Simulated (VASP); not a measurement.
# LaMgO3 (Pm-3m) in VASP: a series of runs, part 2 of 2

VASP 6.6.1.

### 3 Single point, LDA

This run uses another cell than the first one, of 11.12 Å³/atom, 1.022 times its volume.

The input, INCAR:

```
SYSTEM = LaMgO3
ALGO = Normal ; EDIFF = 1E-7
ENCUT = 520 ; ISIF = 2
ISMEAR = -1 ; LASPH = .True.
LCHARG = .False. ; LREAL = .False.
LWAVE = .False. ; NBANDS = 24
NELM = 100 ; PREC = Accurate
SIGMA = 0.1
```

The input, KPOINTS:

```
k-points
0
Gamma
  7 7 7
  0 0 0
```

The input, POSCAR:

```
LaMgO3
1.0
    3.8172212091      0.0000000000      0.0000000000
    0.0000000000      3.8172212091      0.0000000000
    0.0000000000      0.0000000000      3.8172212091
La Mg O
1 1 3
Direct
    0.0000000000      0.0000000000      0.0000000000
    0.5000000000      0.5000000000      0.5000000000
    0.5000000000      0.5000000000      0.0000000000
    0.5000000000      0.0000000000      0.5000000000
    0.0000000000      0.5000000000      0.5000000000
```

Potentials or basis: VASP PAW LDA potentials, release 64 (La, Mg, O).

Launch:

```bash
$ cat potpaw_LDA.64/La/POTCAR potpaw_LDA.64/Mg/POTCAR potpaw_LDA.64/O/POTCAR > POTCAR
$ mpirun -np 1 vasp_std > vasp.out
```

OUTCAR:

```text
SYSTEM = LaMgO3
   EDIFF = 1E-7
   ENCUT = 520
   ISIF = 2
   ISMEAR = -1
   LASPH = .True.
   LREAL = .False.
   NELM = 100
   PREC = Accurate

 ion  position               nearest neighbor table
   1  0.000  0.000  0.000-   3 2.70   4 2.70   5 2.70   4 2.70   5 2.70   3 2.70   5 2.70   5 2.70
                             3 2.70   4 2.70   4 2.70   3 2.70   2 3.31   2 3.31   2 3.31   2 3.31
   2  0.500  0.500  0.500-   3 1.91   4 1.91   5 1.91   3 1.91   4 1.91   5 1.91   1 3.31   1 3.31
                             1 3.31   1 3.31   1 3.31   1 3.31   1 3.31   1 3.31
   3  0.500  0.500  0.000-   2 1.91   2 1.91   1 2.70   1 2.70   1 2.70   1 2.70
   4  0.500  0.000  0.500-   2 1.91   2 1.91   1 2.70   1 2.70   1 2.70   1 2.70
   5  0.000  0.500  0.500-   2 1.91   2 1.91   1 2.70   1 2.70   1 2.70   1 2.70

  LATTYP: Found a simple cubic cell.
 ALAT       =     3.8172212091

  Lattice vectors:

 A1 = (   3.8172212091,   0.0000000000,   0.0000000000)
 A2 = (   0.0000000000,   3.8172212091,   0.0000000000)
 A3 = (   0.0000000000,   0.0000000000,   3.8172212091)

Analysis of symmetry for initial positions (statically):
=====================================================================
 Subroutine PRICEL returns:
 Original cell was already a primitive cell.

[... 173 lines left out ...]
 fundamental gap:      0.0532837271
 Fermi energy:         6.0339747173

 k-point     1 :       0.0000    0.0000    0.0000
  band No.  band energies     occupation
      1     -24.1576      2.00000
      2     -10.9812      2.00000
      3      -9.2841      2.00000
      4      -9.2841      2.00000
      5      -7.7343      2.00000
      6      -7.7343      2.00000
[... 529 lines left out ...]
     23      10.9070      0.00000
     24      12.2018      0.00000

------------------------ aborting loop because EDIFF is reached ----------------------------------------

  FORCE on cell =-STRESS in cart. coord.  units (eV):
  Direction    XX          YY          ZZ          XY          YZ          ZX
  --------------------------------------------------------------------------------------
  -------------------------------------------------------------------------------------
  Total        1.2143143      1.2143143      1.2143143     -0.0000000      0.0000000      0.0000000
  in kB       34.9783825     34.9783825     34.9783825     -0.0000000      0.0000000      0.0000000
  external PRESSURE =      34.9783825 kB  Pullay stress =       0.0000000 kB

 VOLUME and BASIS-vectors are now :
 -----------------------------------------------------------------------------
  energy-cutoff  :      520.00
  volume of cell :       55.62
      direct lattice vectors                 reciprocal lattice vectors
     3.817221209  0.000000000  0.000000000     0.261970671  0.000000000  0.000000000
     0.000000000  3.817221209  0.000000000     0.000000000  0.261970671  0.000000000
     0.000000000  0.000000000  3.817221209     0.000000000  0.000000000  0.261970671

 POSITION                                       TOTAL-FORCE (eV/Angst)
 -----------------------------------------------------------------------------------
      0.00000      0.00000      0.00000         0.000000      0.000000      0.000000
      1.90861      1.90861      1.90861         0.000000      0.000000      0.000000
      1.90861      1.90861      0.00000         0.000000      0.000000      0.000000
      1.90861      0.00000      1.90861         0.000000      0.000000      0.000000
      0.00000      1.90861      1.90861         0.000000      0.000000      0.000000
 -----------------------------------------------------------------------------------
    total drift:                                0.000000      0.000000      0.000000

  FREE ENERGIE OF THE ION-ELECTRON SYSTEM (eV)
  ---------------------------------------------------
  free  energy   TOTEN  =       -38.0895327013 eV

  energy  without entropy=      -37.9471454249  energy(sigma->0) =      -38.01833906
```

Run time: 26 s. Hardware: 1 thread of AMD EPYC 9R45 (Zen 5), shared host; peak memory 0.13 GiB.

What came out:

```
Free energy : -38.0895 eV
Pressure    : 3.5 GPa
```

Levels at points of the mesh, in eV from the Fermi level:
```
           k point  band 11  band 12  band 13  band 14  band 15  band 16  band 17  band 18  band 19  band 20
(0.00, 0.00, 0.00)    -1.24    -1.24    -1.24     0.30     0.30     0.30     3.55     3.55     4.50     4.72
```

Caveat: spin-orbit coupling is left out, which moves the levels of the heavy elements; an odd number of electrons without spin polarisation forces a metal; a magnetic or distorted state may lie lower.

### 4 Single point, LDA

This run uses another cell than the first one, of 11.00 Å³/atom, 1.010 times its volume.

The input, INCAR:

```
SYSTEM = LaMgO3
PREC     = Accurate       ! precision mode
ENCUT    = 520            ! plane-wave cutoff, eV
EDIFF    = 1E-6           ! SCF threshold, eV
ISMEAR   = -1             ! smearing method
SIGMA    = 0.1            ! smearing width, eV
LREAL    = .FALSE.        ! projectors in reciprocal space
LASPH    = .TRUE.         ! aspherical terms in the spheres
NELM     = 80             ! most SCF steps
ALGO     = Normal         ! electronic algorithm
ISIF     = 2              ! what is computed and relaxed
LWAVE    = .FALSE.        ! write WAVECAR
LCHARG   = .FALSE.        ! write CHGCAR
GGA      = CA             ! functional
NBANDS   = 24             ! bands
```

The input, KPOINTS:

```
regular mesh
0
G
  7 7 7
  0 0 0
```

POSCAR, as its differences from that of step 3:

```diff
@@ -2,5 +2,5 @@
 1.0
-    3.8172212091      0.0000000000      0.0000000000
-    0.0000000000      3.8172212091      0.0000000000
-    0.0000000000      0.0000000000      3.8172212091
+    3.8033920515      0.0000000000      0.0000000000
+    0.0000000000      3.8033920515      0.0000000000
+    0.0000000000      0.0000000000      3.8033920515
 La Mg O
```

Launch:

```bash
$ cat potpaw_LDA.64/La/POTCAR potpaw_LDA.64/Mg/POTCAR potpaw_LDA.64/O/POTCAR > POTCAR
$ mpirun -np 1 vasp_std > vasp.out
```

It took 26 s on 1 thread of AMD EPYC 9R45 (Zen 5), shared host; peak memory 0.13 GiB.

The run converged. Its results:

| Quantity | Value |
| --- | --- |
| Free energy | -38.0720 eV |
| Pressure | 5.5 GPa |

Levels at points of the mesh, in eV from the Fermi level:
```csv
k point,band 13,band 14,band 15,band 16,band 17,band 18
"(0.00, 0.00, 0.00)",-1.27,0.31,0.31,0.31,3.57,3.57
```

Caveat: spin-orbit coupling is left out, which moves the levels of the heavy elements; an odd number of electrons without spin polarisation forces a metal; a magnetic or distorted state may lie lower.

### 5 Summary

| cell | gap on the mesh (eV) | pressure (GPa) |
| --- | --- | --- |
| a = 3.790 Å, 5 atoms | none | 7.5 |
| a = 3.817 Å, 5 atoms | none | 3.5 |
| a = 3.803 Å, 5 atoms | none | 5.5 |

Alike in all rows: task single point; level LDA; potentials or basis VASP PAW LDA potentials, release 64 (La, Mg, O); no spin polarisation; k mesh 7 × 7 × 7; cutoff (eV) 520; smearing fermi-dirac 0.1 eV.

Caveats: spin-orbit coupling is left out, which moves the levels of the heavy elements; an odd number of electrons without spin polarisation forces a metal; a magnetic or distorted state may lie lower.

Total energies depend on the potentials used, so only differences within one code and one set of settings carry meaning.
